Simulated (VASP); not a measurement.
# ZnCu (Pm-3m) in VASP: a series of runs

The runs below take ZnCu through single point, with r2SCAN, PBE.

All numbers are computed with VASP 6.6.1; they aren't measurements. Logs are shortened: lines on timing, memory, paths and dates and some standing lists are left out, and cuts for length are marked.

**1. The cell of the first run**

It takes space group Pm-3m (No. 221, cubic). Conventional cell: a = 2.905 Å, b = 2.905 Å, c = 2.905 Å, α = 90.00°, β = 90.00°, γ = 90.00°. Zn (site symmetry m-3m) has 8 Cu at 2.52 Å and 6 Zn at 2.91 Å within 3.3 Å. Cu (site symmetry m-3m) has 8 Zn at 2.52 Å and 6 Cu at 2.91 Å within 3.3 Å.

**2. Single point, r2SCAN**

POSCAR reads:

```
ZnCu
1.0
    2.9051978236      0.0000000000      0.0000000000
    0.0000000000      2.9051978236      0.0000000000
    0.0000000000      0.0000000000      2.9051978236
Zn Cu
1 1
Direct
    0.5000000000      0.5000000000      0.5000000000
    0.0000000000      0.0000000000      0.0000000000
```

INCAR.step1 reads:

```
SYSTEM = ZnCu
PREC = Accurate
ENCUT = 900
ISMEAR = -1
SIGMA = 0.05
LREAL = .False.
LASPH = .True.
NELM = 120
NBANDS = 22
GGA = PE
ALGO = Normal
EDIFF = 1E-5
LWAVE = .True.
LCHARG = .False.
GGA_COMPAT = .False.
```

INCAR.step2 reads:

```
SYSTEM = ZnCu
PREC = Accurate
ENCUT = 900
EDIFF = 1E-6
ISMEAR = -1
SIGMA = 0.05
LREAL = .False.
LASPH = .True.
NELM = 120
ALGO = Normal
ISIF = 2
LWAVE = .False.
LCHARG = .False.
METAGGA = R2SCAN
LMIXTAU = .True.
NBANDS = 22
ISTART = 1
GGA_COMPAT = .False.
```

KPOINTS reads:

```
regular mesh
0
Gamma
  9 9 9
  0 0 0
```

Potentials or basis: VASP PAW PBE potentials, release 64 (Zn, Cu_sv_GW).

Started as:

```console
cat potpaw_PBE.64/Zn/POTCAR potpaw_PBE.64/Cu_sv_GW/POTCAR > POTCAR
cp INCAR.step1 INCAR
mpirun -np 1 vasp_std > vasp.out
cp INCAR.step2 INCAR
mpirun -np 1 vasp_std > vasp.out
```

OUTCAR:

```text
SYSTEM = ZnCu
   PREC = Accurate
   ENCUT = 900
   EDIFF = 1E-6
   ISMEAR = -1
   LREAL = .False.
   LASPH = .True.
   NELM = 120
   ISIF = 2
   METAGGA = R2SCAN
   ISTART = 1

 ion  position               nearest neighbor table
   1  0.500  0.500  0.500-   2 2.52   2 2.52   2 2.52   2 2.52   2 2.52   2 2.52   2 2.52   2 2.52

   2  0.000  0.000  0.000-   1 2.52   1 2.52   1 2.52   1 2.52   1 2.52   1 2.52   1 2.52   1 2.52

  LATTYP: Found a simple cubic cell.
 ALAT       =     2.9051978236

  Lattice vectors:

 A1 = (   2.9051978236,   0.0000000000,   0.0000000000)
 A2 = (   0.0000000000,   2.9051978236,   0.0000000000)
 A3 = (   0.0000000000,   0.0000000000,   2.9051978236)

Analysis of symmetry for initial positions (statically):
=====================================================================
 Subroutine PRICEL returns:
 Original cell was already a primitive cell.

 Routine SETGRP: Setting up the symmetry group for a
 simple cubic supercell.

 Subroutine GETGRP returns: Found 48 space group operations
 (whereof 48 operations were pure point group operations)
 out of a pool of 48 trial point group operations.

The static configuration has the point symmetry O_h .

Analysis of symmetry for dynamics (positions and initial velocities):
=====================================================================
 Subroutine PRICEL returns:
 Original cell was already a primitive cell.

 Routine SETGRP: Setting up the symmetry group for a
 simple cubic supercell.

 Subroutine GETGRP returns: Found 48 space group operations
 (whereof 48 operations were pure point group operations)
 out of a pool of 48 trial point group operations.

The dynamic configuration has the point symmetry O_h .

 Subroutine INISYM returns: Found 48 space group operations
 (whereof 48 operations are pure point group operations),
 and found     1 'primitive' translations

----------------------------------------------------------------------------------------

                                     Primitive cell

  volume of cell :      24.5204

  direct lattice vectors                    reciprocal lattice vectors
     2.905197824  0.000000000  0.000000000     0.344210639  0.000000000  0.000000000
     0.000000000  2.905197824  0.000000000     0.000000000  0.344210639  0.000000000
     0.000000000  0.000000000  2.905197824     0.000000000  0.000000000  0.344210639

  length of vectors
     2.905197824  2.905197824  2.905197824     0.344210639  0.344210639  0.344210639

  position of ions in fractional coordinates (direct lattice)
     0.500000000  0.500000000  0.500000000
     0.000000000  0.000000000  0.000000000

  ion indices of the primitive-cell ions
   primitive index   ion index
                 1           1
                 2           2

----------------------------------------------------------------------------------------

 KPOINTS: regular mesh

Automatic generation of k-mesh.
 Grid dimensions read from file:
 generate k-points for:    9    9    9

 Generating k-lattice:

  Cartesian coordinates                     Fractional coordinates (reciprocal lattice)
     0.038245627  0.000000000  0.000000000     0.111111111  0.000000000  0.000000000
     0.000000000  0.038245627  0.000000000     0.000000000  0.111111111  0.000000000
     0.000000000  0.000000000  0.038245627     0.000000000  0.000000000  0.111111111

  Length of vectors
     0.038245627  0.038245627  0.038245627

  Shift w.r.t. Gamma in fractional coordinates (k-lattice)
     0.000000000  0.000000000  0.000000000

 Subroutine IBZKPT returns following result:
 ===========================================

 Found     35 irreducible k-points:

 Following reciprocal coordinates:
            Coordinates               Weight
  0.000000  0.000000  0.000000      1.000000
  0.111111  0.000000  0.000000      6.000000
  0.222222  0.000000  0.000000      6.000000
  0.333333  0.000000  0.000000      6.000000
  0.444444  0.000000  0.000000      6.000000
  0.111111  0.111111  0.000000     12.000000
[... 16 lines left out ...]
  0.333333  0.333333  0.111111     24.000000
  0.444444  0.333333  0.111111     48.000000
 [... further k-points ...]
   k-points           NKPTS =     35   k-points in BZ     NKDIM =     35   number of bands    NBANDS=     22
   number of dos      NEDOS =    301   number of ions     NIONS =      2
   total plane-waves  NPLWV =  21952
   dimension x,y,z NGX =    28 NGY =   28 NGZ =   28
   dimension x,y,z NGXF=    56 NGYF=   56 NGZF=   56
   ions per type =               1   1
   NGX,Y,Z   is equivalent  to a cutoff of  16.02, 16.02, 16.02 a.u.
   NGXF,Y,Z  is equivalent  to a cutoff of  32.05, 32.05, 32.05 a.u.
 SYSTEM =  ZnCu
   PREC   = accura    normal or accurate (medium, high low for compatibility)
   ISTART =      1    job   : 0-new  1-cont  2-samecut
   ICHARG =      0    charge: 1-file 2-atom 10-const
   ISPIN  =      1    spin polarized calculation?
   LNONCOLLINEAR =      F non collinear calculations
   LSORBIT =      F    spin-orbit coupling
   LASPH  =      T    aspherical Exc in radial PAW
   ENCUT  =  900.0 eV  66.15 Ry    8.13 a.u.   7.11  7.11  7.11*2*pi/ulx,y,z
   NELM   =    120;   NELMIN=  2; NELMDL=  0     # of ELM steps
   EDIFF  = 0.1E-05   stopping-criterion for ELM
   LREAL  =      F    real-space projection
   EDIFFG = 0.1E-04   stopping-criterion for IOM
   NSW    =      0    number of steps for IOM
   IBRION =     -1    ionic relax: 0-MD 1-quasi-New 2-CG
   NFREE  =      0    steps in history (QN), initial steepest desc. (CG)
   ISIF   =      2    stress and relaxation
   ISYM   =      2    0-nonsym 1-usesym 2-fastsym
   POTIM  = 0.5000    time-step for ionic-motion
   TEBEG  =    0.0;   TEEND  =   0.0 temperature during run
   PSTRESS=    0.0 pullay stress
   NELECT =      31.0000    total number of electrons
   NUPDOWN=      -1.0000    fix difference up-down
   EMIN   =  10.00;   EMAX   =-10.00  energy-range for DOS
   EFERMI =   0.00;   METHOD = LEGACY
   ISMEAR =    -1;   SIGMA  =   0.05  broadening in eV -4-tet -1-fermi 0-gaus
   EFERMI_NEDOS =   21; number of points for ismear=-14 and -15
   IALGO  =     38    algorithm
   IMIX   =      4    mixing-type and parameters
     AMIX     =   0.40;   BMIX     =  1.00
     AMIX_MAG =   1.60;   BMIX_MAG =  1.00
  volume/ion in A,a.u.               =      12.26        82.74
  Fermi-wavevector in a.u.,A,eV,Ry     =   1.770189  3.345173 42.634805  3.133570
  Thomas-Fermi vector in A             =   2.837029
   LORBIT       =      0    0 simple, 1 ext, 2 COOP (PROOUT), +10 PAW based schemes
   METAGGA = R2SCAN    functional components
   LHFCALC =     F    Hartree Fock is set to
   AEXX    =    0.0000 exact exchange contribution
   IVDW    =     0    specifies the selected vdW correction
   LEPSILON=     F    determine dielectric tensor
   LRPA    =     F    only Hartree local field effects (RPA)
 non-spin polarized calculation
  energy-cutoff  :      900.00
  volume of cell :       24.52
 maximum number of plane-waves:      1514
   NGX = 15   NGY = 15   NGZ = 15

 number of electron      31.0000015 magnetization

 Free energy of the ion-electron system (eV)
  ---------------------------------------------------
  ext. energy  EPLUGINS =         0.00000000
  ---------------------------------------------------
  free energy    TOTEN  =       -20.00044426 eV

  energy without entropy =      -19.99629581  energy(sigma->0) =      -19.99837004

 E-fermi :   5.8007     XC(G=0): -14.1352

 val. band max:        5.7137382838   @ k =   0.3333   0.2222   0.0000
 cond. band min:       5.8795359603   @ k =   0.4444   0.4444   0.2222
 fundamental gap:      0.1657976764
 Fermi energy:         5.8007313695

 k-point     1 :       0.0000    0.0000    0.0000
  band No.  band energies     occupation
      1    -111.2175      2.00000
      2     -67.0465      2.00000
      3     -67.0465      2.00000
      4     -67.0465      2.00000
      5      -5.3519      2.00000
      6      -2.5586      2.00000
[... 14 lines left out ...]
     21      19.5849      0.00000
     22      30.6246      0.00000

 k-point     2 :       0.1111    0.0000    0.0000
  band No.  band energies     occupation
      1    -111.2174      2.00000
      2     -67.0480      2.00000
      3     -67.0464      2.00000
      4     -67.0464      2.00000
      5      -5.1129      2.00000
      6      -2.5286      2.00000
[... 14 lines left out ...]
     21      21.0356      0.00000
     22      28.4802      0.00000

 k-point     3 :       0.2222    0.0000    0.0000
  band No.  band energies     occupation
      1    -111.2172      2.00000
      2     -67.0517      2.00000
      3     -67.0461      2.00000
      4     -67.0461      2.00000
      5      -4.4183      2.00000
      6      -2.4514      2.00000
[... 14 lines left out ...]
     21      25.0974      0.00000
     22      25.7712      0.00000

 k-point     4 :       0.3333    0.0000    0.0000
  band No.  band energies     occupation
      1    -111.2170      2.00000
      2     -67.0560      2.00000
      3     -67.0459      2.00000
      4     -67.0459      2.00000
      5      -3.3995      2.00000
      6      -2.3608      2.00000
[... 14 lines left out ...]
     21      22.7413      0.00000
     22      22.7413      0.00000

 k-point     5 :       0.4444    0.0000    0.0000
  band No.  band energies     occupation
      1    -111.2168      2.00000
      2     -67.0587      2.00000
      3     -67.0456      2.00000
      4     -67.0456      2.00000
      5      -2.6863      2.00000
      6      -2.2999      2.00000
[... 417 lines left out ...]
 k-point    22 :       0.4444    0.2222    0.1111
  band No.  band energies     occupation
      1    -111.2165      2.00000
      2     -67.0581      2.00000
      3     -67.0506      2.00000
      4     -67.0467      2.00000
      5      -2.4475      2.00000
      6      -2.3051      2.00000
[... 14 lines left out ...]
     21      23.4862      0.00000
     22      24.5405      0.00000

 k-point    23 :       0.3333    0.3333    0.1111
  band No.  band energies     occupation
      1    -111.2164      2.00000
      2     -67.0551      2.00000
      3     -67.0549      2.00000
      4     -67.0466      2.00000
      5      -2.5936      2.00000
      6      -2.3182      2.00000
[... 14 lines left out ...]
     21      21.3915      0.00000
     22      23.1502      0.00000

 k-point    24 :       0.4444    0.3333    0.1111
  band No.  band energies     occupation
      1    -111.2162      2.00000
      2     -67.0578      2.00000
      3     -67.0548      2.00000
      4     -67.0464      2.00000
      5      -2.6047      2.00000
      6      -2.3149      2.00000
[... 14 lines left out ...]
     21      22.2403      0.00000
     22      23.4383      0.00000

 [... further k-points ...]
[... 5 lines left out ...]
  --------------------------------------------------------------------------------------
  -------------------------------------------------------------------------------------
  Total        0.3796906      0.3796906      0.3796906     -0.0000000      0.0000000     -0.0000000
  in kB       24.8092317     24.8092317     24.8092317     -0.0000000      0.0000000     -0.0000000
  external PRESSURE =      24.8092317 kB  Pullay stress =       0.0000000 kB

 VOLUME and BASIS-vectors are now :
 -----------------------------------------------------------------------------
  energy-cutoff  :      900.00
  volume of cell :       24.52
      direct lattice vectors                 reciprocal lattice vectors
     2.905197824  0.000000000  0.000000000     0.344210639  0.000000000  0.000000000
     0.000000000  2.905197824  0.000000000     0.000000000  0.344210639  0.000000000
     0.000000000  0.000000000  2.905197824     0.000000000  0.000000000  0.344210639

 POSITION                                       TOTAL-FORCE (eV/Angst)
 -----------------------------------------------------------------------------------
      1.45260      1.45260      1.45260         0.000000      0.000000      0.000000
      0.00000      0.00000      0.00000         0.000000      0.000000      0.000000
 -----------------------------------------------------------------------------------
    total drift:                               -0.000000      0.000000      0.000000

  FREE ENERGIE OF THE ION-ELECTRON SYSTEM (eV)
  ---------------------------------------------------
  free  energy   TOTEN  =       -20.0004442566 eV

  energy  without entropy=      -19.9962958136  energy(sigma->0) =      -19.99837004
```

Run time: 88 s. Hardware: 1 thread of Intel Xeon Platinum 8488C (Sapphire Rapids), shared host; peak memory 0.21 GiB.

What came out:

```
Free energy            : -20.0004 eV
Pressure               : 2.5 GPa
Band gap on the k mesh : zero (an odd number of electrons rules out a gap without spin polarisation)
```

Caveat: the PAW data sets were made with another functional, which shifts forces and pressure a little.

**3. Single point, PBE**

This run uses another cell than the first one, of 10.99 Å³/atom.

INCAR reads:

```
SYSTEM = ZnCu
PREC = Accurate
ENCUT = 520
EDIFF = 1E-6
ISMEAR = -1
SIGMA = 0.05
LREAL = .FALSE.
LASPH = .TRUE.
NELM = 100
ALGO = Normal
ISIF = 2
LWAVE = .FALSE.
LCHARG = .TRUE.
GGA = PE
LELF = .TRUE.
LVHAR = .TRUE.
NBANDS = 18
```

KPOINTS reads:

```
regular mesh
0
G
  9 9 9
  0 0 0
```

POSCAR reads:

```
ZnCu
1.0
    2.8008880676      0.0000000000      0.0000000000
    0.0000000000      2.8008880676      0.0000000000
    0.0000000000      0.0000000000      2.8008880676
Zn Cu
1 1
Direct
    0.5000000000      0.5000000000      0.5000000000
    0.0000000000      0.0000000000      0.0000000000
```

Potentials or basis: VASP PAW PBE potentials, release 64 (Zn, Cu).

Started as:

```console
cat potpaw_PBE.64/Zn/POTCAR potpaw_PBE.64/Cu/POTCAR > POTCAR
mpirun -np 1 vasp_std > vasp.out
```

OUTCAR:

```text
SYSTEM = ZnCu
   PREC = Accurate
   ENCUT = 520
   EDIFF = 1E-6
   ISMEAR = -1
   LREAL = .FALSE.
   LASPH = .TRUE.
   NELM = 100
   ISIF = 2
   GGA = PE

 ion  position               nearest neighbor table
   1  0.500  0.500  0.500-   2 2.43   2 2.43   2 2.43   2 2.43   2 2.43   2 2.43   2 2.43   2 2.43

   2  0.000  0.000  0.000-   1 2.43   1 2.43   1 2.43   1 2.43   1 2.43   1 2.43   1 2.43   1 2.43

  LATTYP: Found a simple cubic cell.
 ALAT       =     2.8008880676

  Lattice vectors:

 A1 = (   2.8008880676,   0.0000000000,   0.0000000000)
 A2 = (   0.0000000000,   2.8008880676,   0.0000000000)
 A3 = (   0.0000000000,   0.0000000000,   2.8008880676)

Analysis of symmetry for initial positions (statically):
=====================================================================
 Subroutine PRICEL returns:
 Original cell was already a primitive cell.

 Routine SETGRP: Setting up the symmetry group for a
 simple cubic supercell.

 Subroutine GETGRP returns: Found 48 space group operations
 (whereof 48 operations were pure point group operations)
 out of a pool of 48 trial point group operations.
[... 156 lines left out ...]
  ---------------------------------------------------
  ext. energy  EPLUGINS =         0.00000000
  ---------------------------------------------------
  free energy    TOTEN  =        -4.65897131 eV

  energy without entropy =       -4.65493810  energy(sigma->0) =       -4.65695470

 E-fermi :   7.1812     XC(G=0): -13.2687

 val. band max:        7.1078290440   @ k =   0.3333   0.2222   0.0000
 cond. band min:       7.2493601549   @ k =   0.4444   0.4444   0.2222
 fundamental gap:      0.1415311109
 Fermi energy:         7.1812089467

 k-point     1 :       0.0000    0.0000    0.0000
  band No.  band energies     occupation
      1      -4.4755      2.00000
      2      -1.3519      2.00000
      3      -1.3519      2.00000
      4      -0.3629      2.00000
      5      -0.3629      2.00000
      6      -0.3629      2.00000
[... 481 lines left out ...]
      5      -0.2680      2.00000
      6       1.4946      2.00000
[... 10 lines left out ...]
     17      23.9723      0.00000
     18      25.2011      0.00000

 [... further k-points ...]
[... 5 lines left out ...]
  --------------------------------------------------------------------------------------
  -------------------------------------------------------------------------------------
  Total        4.2172922      4.2172922      4.2172922      0.0000000      0.0000000     -0.0000000
  in kB      307.5084224    307.5084224    307.5084224      0.0000000      0.0000000     -0.0000000
  external PRESSURE =     307.5084224 kB  Pullay stress =       0.0000000 kB

 VOLUME and BASIS-vectors are now :
 -----------------------------------------------------------------------------
  energy-cutoff  :      520.00
  volume of cell :       21.97
      direct lattice vectors                 reciprocal lattice vectors
     2.800888068  0.000000000  0.000000000     0.357029619  0.000000000  0.000000000
     0.000000000  2.800888068  0.000000000     0.000000000  0.357029619  0.000000000
     0.000000000  0.000000000  2.800888068     0.000000000  0.000000000  0.357029619

 POSITION                                       TOTAL-FORCE (eV/Angst)
 -----------------------------------------------------------------------------------
      1.40044      1.40044      1.40044         0.000000      0.000000      0.000000
      0.00000      0.00000      0.00000         0.000000      0.000000      0.000000
 -----------------------------------------------------------------------------------
    total drift:                                0.000000      0.000000     -0.000000

  FREE ENERGIE OF THE ION-ELECTRON SYSTEM (eV)
  ---------------------------------------------------
  free  energy   TOTEN  =        -4.6589713053 eV

  energy  without entropy=       -4.6549380991  energy(sigma->0) =       -4.65695470
```

OSZICAR:

```text
N       E                     dE             d eps       ncg     rms          rms(c)
DAV:   1     0.113848229498E+03    0.11385E+03   -0.11400E+04  1380   0.224E+03
DAV:   2    -0.122775799691E+01   -0.11508E+03   -0.11127E+03  1274   0.306E+02
DAV:   3    -0.582822695908E+01   -0.46005E+01   -0.45738E+01  1366   0.752E+01
DAV:   4    -0.586606506026E+01   -0.37838E-01   -0.37823E-01  1464   0.641E+00
DAV:   5    -0.586653325456E+01   -0.46819E-03   -0.46818E-03  1434   0.720E-01    0.110E+01
DAV:   6    -0.545779917217E+01    0.40873E+00   -0.13293E+01  1350   0.954E+01    0.549E+00
DAV:   7    -0.468091214533E+01    0.77689E+00   -0.29977E+00  1378   0.932E+01    0.309E+00
DAV:   8    -0.466906179902E+01    0.11850E-01   -0.10747E-01  1310   0.440E+00    0.151E+00
DAV:   9    -0.465909777010E+01    0.99640E-02   -0.91978E-03  1660   0.203E+00    0.126E-01
DAV:  10    -0.465899713101E+01    0.10064E-03   -0.13774E-03  1852   0.996E-01    0.603E-02
DAV:  11    -0.465897294403E+01    0.24187E-04   -0.13707E-04  1696   0.364E-01    0.110E-02
DAV:  12    -0.465897178291E+01    0.11611E-05   -0.56872E-06  1376   0.323E-02    0.103E-03
DAV:  13    -0.465897130533E+01    0.47758E-06   -0.29744E-07   684   0.839E-03
   1 F= -.46589713E+01 E0= -.46569547E+01  d E =-.403321E-02
```

stdout:

```text
POSCAR found type information on POSCAR ZnCu
 POSCAR found :  2 types and       2 ions
 scaLAPACK will be used
 LDA part: xc-table for (Slater+PW92), standard interpolation
 POSCAR, INCAR and KPOINTS ok, starting setup
 FFT: planning ... GRIDC
 FFT: planning ... GRID_SOFT
 FFT: planning ... GRID
 WAVECAR not read
 entering main loop
```

It took 10 s on 1 thread of Intel Xeon Platinum 8259CL at 2.50GHz (Skylake/Cascade Lake), shared host; peak memory 0.14 GiB.

What came out:

| Property | Result |
| --- | --- |
| Free energy | -4.6590 eV |
| Pressure | 30.8 GPa |
| Band gap on the k mesh | zero (an odd number of electrons rules out a gap without spin polarisation) |

Levels at points of the mesh, in eV from the Fermi level:
```
           k point  band 9  band 10  band 11  band 12  band 13  band 14
(0.00, 0.00, 0.00)   -3.09    -3.09    -3.09     6.73     6.73     6.73
```

Caveat: the cell stands under pressure.

The gap in the log of VASP goes by the Fermi energy; the results here count the filled bands.